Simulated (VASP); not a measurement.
# Si5F (P6/mmm) in VASP: notebook

Si5F is run at these levels: PBE; tasks: single point, relaxation of cell and atoms.

All numbers are computed with VASP 6.6.1; they aren't measurements. Logs are shortened: lines on timing, memory, paths and dates and some standing lists are left out, and cuts for length are marked.

## 1. The cell of the first run

It takes space group P6/mmm (No. 191, hexagonal). The conventional cell has a = 4.349 Å, b = 4.349 Å, c = 5.137 Å, α = 90.00°, β = 90.00°, γ = 120.00°. Si (site symmetry 3m) has 8 Si at 2.46 to 2.84 Å and 3 F at 2.80 Å within 3.3 Å. Si (site symmetry 6/mmm) has 2 F at 2.57 Å and 12 Si at 2.84 Å within 3.4 Å. Within 3.4 Å of F (site symmetry 6/mmm) lie 14 Si at 2.57 to 2.80 Å.

The cell was generated, and may not be a known phase.

## 2. Single point, PBE

Contents of INCAR:

```
SYSTEM = Si5F
ALGO = Normal
EDIFF = 1E-7
ENCUT = 520
GGA = PE
ISIF = 2
ISMEAR = 0
LASPH = .TRUE.
LCHARG = .TRUE.
LELF = .TRUE.
LREAL = .FALSE.
LVHAR = .TRUE.
LWAVE = .FALSE.
NBANDS = 22
NELM = 60
PREC = Accurate
SIGMA = 0.1
```

Contents of KPOINTS:

```
k-points
0
G
  6 6 4
  0 0 0
```

Contents of POSCAR:

```
Si5F
1.0
    4.3492698259      0.0000000000      0.0000000000
   -2.1746349130      3.7665781571      0.0000000000
    0.0000000000      0.0000000000      5.1366643375
Si F
5 1
Direct
    0.3333333333      0.6666666667      0.7397038699
    0.3333333333      0.6666666667      0.2602961301
    0.6666666667      0.3333333333      0.2602961301
    0.6666666667      0.3333333333      0.7397038699
    0.0000000000      0.0000000000      0.0000000000
    0.0000000000      0.0000000000      0.5000000000
```

Potentials or basis: VASP PAW PBE potentials, release 64 (Si, F).

Launch:

```console
> cat potpaw_PBE.64/Si/POTCAR potpaw_PBE.64/F/POTCAR > POTCAR
> mpirun -np 1 vasp_std > vasp.out
```

OUTCAR:

```text
SYSTEM = Si5F
   EDIFF = 1E-7
   ENCUT = 520
   GGA = PE
   ISIF = 2
   ISMEAR = 0
   LASPH = .TRUE.
   LREAL = .FALSE.
   NELM = 60
   PREC = Accurate

 ion  position               nearest neighbor table
   1  0.333  0.667  0.740-   2 2.46   4 2.51   4 2.51   4 2.51   2 2.67   5 2.84   5 2.84   5 2.84

   2  0.333  0.667  0.260-   1 2.46   3 2.51   3 2.51   3 2.51   1 2.67   5 2.84   5 2.84   5 2.84

   3  0.667  0.333  0.260-   4 2.46   2 2.51   2 2.51   2 2.51   4 2.67   5 2.84   5 2.84   5 2.84

   4  0.667  0.333  0.740-   3 2.46   1 2.51   1 2.51   1 2.51   3 2.67   5 2.84   5 2.84   5 2.84

   5  0.000  0.000  0.000-   1 2.84   2 2.84   3 2.84   4 2.84   1 2.84   2 2.84   3 2.84   4 2.84
                             3 2.84   4 2.84   1 2.84   2 2.84
   6  0.000  0.000  0.500-

  LATTYP: Found a hexagonal cell.
 ALAT       =     4.3492698259
 C/A-ratio  =     1.1810406213

  Lattice vectors:

 A1 = (   4.3492698259,   0.0000000000,   0.0000000000)
 A2 = (  -2.1746349130,   3.7665781571,   0.0000000000)
 A3 = (   0.0000000000,   0.0000000000,   5.1366643375)

Analysis of symmetry for initial positions (statically):
=====================================================================
 Subroutine PRICEL returns:
 Original cell was already a primitive cell.

 Routine SETGRP: Setting up the symmetry group for a
 hexagonal supercell.

 Subroutine GETGRP returns: Found 24 space group operations
 (whereof 24 operations were pure point group operations)
 out of a pool of 24 trial point group operations.

The static configuration has the point symmetry D_6h.

Analysis of symmetry for dynamics (positions and initial velocities):
=====================================================================
 Subroutine PRICEL returns:
 Original cell was already a primitive cell.

 Routine SETGRP: Setting up the symmetry group for a
 hexagonal supercell.

 Subroutine GETGRP returns: Found 24 space group operations
 (whereof 24 operations were pure point group operations)
 out of a pool of 24 trial point group operations.

The dynamic configuration has the point symmetry D_6h.

 Subroutine INISYM returns: Found 24 space group operations
 (whereof 24 operations are pure point group operations),
 and found     1 'primitive' translations

----------------------------------------------------------------------------------------

                                     Primitive cell

  volume of cell :      84.1481

  direct lattice vectors                    reciprocal lattice vectors
     4.349269826  0.000000000  0.000000000     0.229923652  0.132746482  0.000000000
    -2.174634913  3.766578157  0.000000000     0.000000000  0.265492964  0.000000000
     0.000000000  0.000000000  5.136664338     0.000000000  0.000000000  0.194678868

  length of vectors
     4.349269826  4.349269826  5.136664338     0.265492964  0.265492964  0.194678868

  position of ions in fractional coordinates (direct lattice)
     0.333333333  0.666666667  0.739703870
     0.333333333  0.666666667  0.260296130
     0.666666667  0.333333333  0.260296130
     0.666666667  0.333333333  0.739703870
     0.000000000  0.000000000  0.000000000
     0.000000000  0.000000000  0.500000000

  ion indices of the primitive-cell ions
   primitive index   ion index
                 1           1
                 2           2
                 3           3
                 4           4
                 5           5
                 6           6

----------------------------------------------------------------------------------------

 KPOINTS: k-points

Automatic generation of k-mesh.
 Grid dimensions read from file:
 generate k-points for:    6    6    4

 Generating k-lattice:

  Cartesian coordinates                     Fractional coordinates (reciprocal lattice)
     0.038320609  0.022124414  0.000000000     0.166666667  0.000000000  0.000000000
     0.000000000  0.044248827  0.000000000     0.000000000  0.166666667  0.000000000
     0.000000000  0.000000000  0.048669717     0.000000000  0.000000000  0.250000000

  Length of vectors
     0.044248827  0.044248827  0.048669717

  Shift w.r.t. Gamma in fractional coordinates (k-lattice)
     0.000000000  0.000000000  0.000000000

 Subroutine IBZKPT returns following result:
 ===========================================

 Found     21 irreducible k-points:

 Following reciprocal coordinates:
            Coordinates               Weight
  0.000000  0.000000  0.000000      1.000000
  0.166667 -0.000000  0.000000      6.000000
  0.333333 -0.000000  0.000000      6.000000
  0.500000  0.000000  0.000000      3.000000
  0.166667  0.166667  0.000000      6.000000
  0.333333  0.166667  0.000000     12.000000
[... 13 lines left out ...]
  0.333333  0.166667  0.500000     12.000000
  0.333333  0.333333  0.500000      2.000000
   k-points           NKPTS =     21   k-points in BZ     NKDIM =     21   number of bands    NBANDS=     22
   number of dos      NEDOS =    301   number of ions     NIONS =      6
   total plane-waves  NPLWV =  40960
   dimension x,y,z NGX =    32 NGY =   32 NGZ =   40
   dimension x,y,z NGXF=    64 NGYF=   64 NGZF=   80
   ions per type =               5   1
   NGX,Y,Z   is equivalent  to a cutoff of  12.23, 12.23, 12.95 a.u.
   NGXF,Y,Z  is equivalent  to a cutoff of  24.46, 24.46, 25.89 a.u.
 SYSTEM =  Si5F
   PREC   = accura    normal or accurate (medium, high low for compatibility)
   ISTART =      0    job   : 0-new  1-cont  2-samecut
   ICHARG =      2    charge: 1-file 2-atom 10-const
   ISPIN  =      1    spin polarized calculation?
   LNONCOLLINEAR =      F non collinear calculations
   LSORBIT =      F    spin-orbit coupling
   LASPH  =      T    aspherical Exc in radial PAW
   ENCUT  =  520.0 eV  38.22 Ry    6.18 a.u.   8.09  8.09  9.55*2*pi/ulx,y,z
   NELM   =     60;   NELMIN=  2; NELMDL= -5     # of ELM steps
   EDIFF  = 0.1E-06   stopping-criterion for ELM
   LREAL  =      F    real-space projection
   EDIFFG = 0.1E-05   stopping-criterion for IOM
   NSW    =      0    number of steps for IOM
   IBRION =     -1    ionic relax: 0-MD 1-quasi-New 2-CG
   NFREE  =      0    steps in history (QN), initial steepest desc. (CG)
   ISIF   =      2    stress and relaxation
   ISYM   =      2    0-nonsym 1-usesym 2-fastsym
   POTIM  = 0.5000    time-step for ionic-motion
   TEBEG  =    0.0;   TEEND  =   0.0 temperature during run
   PSTRESS=    0.0 pullay stress
   NELECT =      27.0000    total number of electrons
   NUPDOWN=      -1.0000    fix difference up-down
   EMIN   =  10.00;   EMAX   =-10.00  energy-range for DOS
   EFERMI =   0.00;   METHOD = LEGACY
   ISMEAR =     0;   SIGMA  =   0.10  broadening in eV -4-tet -1-fermi 0-gaus
   EFERMI_NEDOS =   21; number of points for ismear=-14 and -15
   IALGO  =     38    algorithm
   IMIX   =      4    mixing-type and parameters
     AMIX     =   0.40;   BMIX     =  1.00
     AMIX_MAG =   1.60;   BMIX_MAG =  1.00
  volume/ion in A,a.u.               =      14.02        94.64
  Fermi-wavevector in a.u.,A,eV,Ry     =   1.120765  2.117939 17.090472  1.256114
  Thomas-Fermi vector in A             =   2.257414
   LORBIT       =      0    0 simple, 1 ext, 2 COOP (PROOUT), +10 PAW based schemes
   GGA     = PE    functional components
   LHFCALC =     F    Hartree Fock is set to
   AEXX    =    0.0000 exact exchange contribution
   IVDW    =     0    specifies the selected vdW correction
   LEPSILON=     F    determine dielectric tensor
   LRPA    =     F    only Hartree local field effects (RPA)
 non-spin polarized calculation
 Gauss-broadening in eV      SIGMA  =   0.10
  energy-cutoff  :      520.00
  volume of cell :       84.15
 maximum number of plane-waves:      2282
   NGX = 17   NGY = 17   NGZ = 19

 number of electron      27.0000014 magnetization

 Free energy of the ion-electron system (eV)
  ---------------------------------------------------
  ext. energy  EPLUGINS =         0.00000000
  ---------------------------------------------------
  free energy    TOTEN  =       -28.83681663 eV

  energy without entropy =      -28.83424554  energy(sigma->0) =      -28.83553109

 E-fermi :   8.6050     XC(G=0): -10.9731

 val. band max:        8.5010088848   @ k =   0.3333   0.3333   0.5000
 cond. band min:       8.6983789639   @ k =   0.1667  -0.0000   0.5000
 fundamental gap:      0.1973700791
 Fermi energy:         8.6050151584

 k-point     1 :       0.0000    0.0000    0.0000
  band No.  band energies     occupation
      1     -14.3468      2.00000
      2      -4.4701      2.00000
      3      -0.3923      2.00000
      4       1.3276      2.00000
      5       3.3282      2.00000
      6       3.3282      2.00000
[... 14 lines left out ...]
     21      12.2691      0.00000
     22      12.2691      0.00000

 k-point     2 :       0.1667   -0.0000    0.0000
  band No.  band energies     occupation
      1     -14.3375      2.00000
      2      -4.2438      2.00000
      3      -0.1290      2.00000
      4       1.0567      2.00000
      5       2.0883      2.00000
      6       2.8314      2.00000
[... 14 lines left out ...]
     21      12.9799      0.00000
     22      13.7286      0.00000

 k-point     3 :       0.3333   -0.0000    0.0000
  band No.  band energies     occupation
      1     -14.3189      2.00000
      2      -3.5831      2.00000
      3      -0.4911      2.00000
      4       0.6481      2.00000
      5       1.7399      2.00000
      6       2.2438      2.00000
[... 14 lines left out ...]
     21      14.1215      0.00000
     22      16.2068      0.00000

 k-point     4 :       0.5000    0.0000    0.0000
  band No.  band energies     occupation
      1     -14.3095      2.00000
      2      -2.8669      2.00000
      3      -1.6560      2.00000
      4       1.7554      2.00000
      5       2.0273      2.00000
      6       2.0508      2.00000
[... 14 lines left out ...]
     21      15.1809      0.00000
     22      15.5997      0.00000

 k-point     5 :       0.1667    0.1667    0.0000
  band No.  band energies     occupation
      1     -14.3237      2.00000
      2      -3.7956      2.00000
      3       0.3915      2.00000
      4       0.4035      2.00000
      5       0.7157      2.00000
      6       3.0099      2.00000
[... 14 lines left out ...]
     21      14.8899      0.00000
     22      14.9201      0.00000

 k-point     6 :       0.3333    0.1667    0.0000
  band No.  band energies     occupation
      1     -14.3097      2.00000
      2      -2.9599      2.00000
      3      -1.2295      2.00000
      4       0.4636      2.00000
      5       1.3949      2.00000
      6       2.7700      2.00000
[... 14 lines left out ...]
     21      14.5466      0.00000
     22      16.1237      0.00000

 k-point     7 :       0.3333    0.3333    0.0000
  band No.  band energies     occupation
      1     -14.3048      2.00000
      2      -2.0390      2.00000
      3      -2.0390      2.00000
      4      -0.2605      2.00000
      5       2.2248      2.00000
      6       2.8728      2.00000
[... 249 lines left out ...]
      6       2.9025      2.00000
[... 14 lines left out ...]
     21      13.9621      0.00000
     22      14.6478      0.00000

 k-point    18 :       0.5000    0.0000    0.5000
  band No.  band energies     occupation
      1     -14.3044      2.00000
      2      -1.5609      2.00000
      3      -1.5561      2.00000
      4      -1.5143      2.00000
      5       0.6599      2.00000
      6       2.7436      2.00000
[... 14 lines left out ...]
     21      14.2623      0.00000
     22      14.5822      0.00000

 k-point    19 :       0.1667    0.1667    0.5000
  band No.  band energies     occupation
      1     -14.3173      2.00000
      2      -3.2235      2.00000
      3      -1.8984      2.00000
      4       1.6136      2.00000
      5       1.6139      2.00000
      6       1.7464      2.00000
[... 14 lines left out ...]
     21      13.6218      0.00000
     22      14.2518      0.00000

 k-point    20 :       0.3333    0.1667    0.5000
  band No.  band energies     occupation
      1     -14.3044      2.00000
      2      -2.1111      2.00000
      3      -1.4397      2.00000
      4      -0.4621      2.00000
      5       0.3658      2.00000
      6       1.1522      2.00000
[... 14 lines left out ...]
     21      14.4254      0.00000
     22      15.4311      0.00000

 k-point    21 :       0.3333    0.3333    0.5000
  band No.  band energies     occupation
      1     -14.3001      2.00000
      2      -0.7498      2.00000
      3      -0.7276      2.00000
      4      -0.7276      2.00000
      5      -0.7104      2.00000
      6      -0.7104      2.00000
[... 14 lines left out ...]
     21      15.9314      0.00000
     22      16.0978      0.00000

------------------------ aborting loop because EDIFF is reached ----------------------------------------

  FORCE on cell =-STRESS in cart. coord.  units (eV):
  Direction    XX          YY          ZZ          XY          YZ          ZX
  --------------------------------------------------------------------------------------
  -------------------------------------------------------------------------------------
  Total       -0.1352084     -0.1352084      0.0001021      0.0000000      0.0000000     -0.0000000
  in kB       -2.5743636     -2.5743636      0.0019435      0.0000000      0.0000000     -0.0000000
  external PRESSURE =      -1.7155946 kB  Pullay stress =       0.0000000 kB

 VOLUME and BASIS-vectors are now :
 -----------------------------------------------------------------------------
  energy-cutoff  :      520.00
  volume of cell :       84.15
      direct lattice vectors                 reciprocal lattice vectors
     4.349269826  0.000000000  0.000000000     0.229923652  0.132746482  0.000000000
    -2.174634913  3.766578157  0.000000000     0.000000000  0.265492964  0.000000000
     0.000000000  0.000000000  5.136664338     0.000000000  0.000000000  0.194678868

 POSITION                                       TOTAL-FORCE (eV/Angst)
 -----------------------------------------------------------------------------------
     -0.00000      2.51105      3.79961        -0.000000      0.000000      0.000267
     -0.00000      2.51105      1.33705        -0.000000      0.000000     -0.000267
      2.17463      1.25553      1.33705         0.000000      0.000000     -0.000267
      2.17463      1.25553      3.79961         0.000000      0.000000      0.000267
      0.00000      0.00000      0.00000        -0.000000      0.000000      0.000000
      0.00000      0.00000      2.56833        -0.000000      0.000000      0.000000
 -----------------------------------------------------------------------------------
    total drift:                                0.000000      0.000000      0.000000

  FREE ENERGIE OF THE ION-ELECTRON SYSTEM (eV)
  ---------------------------------------------------
  free  energy   TOTEN  =       -28.8368166292 eV

  energy  without entropy=      -28.8342455431  energy(sigma->0) =      -28.83553109
```

Wall time 38 s (1 thread of Intel Xeon 8259CL, shared host); peak memory 0.2 GiB.

What came out:

```yaml
Free_energy: -28.8368 eV
Pressure: -0.2 GPa
Band_gap_on_the_k_mesh: zero (an odd number of electrons rules out a gap without spin polarisation)
```

Caveat: an odd number of electrons without spin polarisation forces a metal; a magnetic or distorted state may lie lower.

(Continued in part 2 of 3.)

The gap in the log of VASP goes by the Fermi energy; the results here count the filled bands.